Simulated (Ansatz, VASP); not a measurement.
**One calculation of BaSi4, two programs**

```
Ba Si
1.0
     5.45531    0.00000    0.00000
     0.00000    5.45531    0.00000
     0.00000    0.00000    4.58075
Ba Si
1 4
Cartesian
  2.7277 2.7277 5.1981
  1.6297 0.0000 2.9077
  3.8256 0.0000 2.9077
  0.0000 1.6297 2.9077
  0.0000 3.8256 2.9077
```

Alike in both runs: functional PBE; k mesh 4 × 4 × 4; occupations gaussian, width 0.1 eV; no spin polarisation.

Ansatz relaxed the structure, and its values are those at the end. VASP's run is a single point on that final structure, the one shown.

```csv
,VASP,Ansatz
version,VASP 6.6.1,Ansatz 0.2.0
potentials or method,"VASP PAW PBE potentials, release 64 (Ba_sv, Si), cutoff 520 eV","scalar-relativistic, plane waves, PAW"
valence electrons in the cell,26,26
```

Ansatz gave:

| Item | Value |
| --- | --- |
| gap on the k mesh at the Fermi level (eV) | none |
| pressure (GPa) | 0.1 |
| rms of the force components (eV/Å) | 0.004 |

**Question.** Which values does VASP return?

**Answer.** gap on the k mesh at the Fermi level (eV): none; pressure (GPa): 0.3; rms of the force components (eV/Å): 0.001.

A gap of «none» marks a metal or a gap that the smearing closes.

Spin-orbit coupling is off throughout.
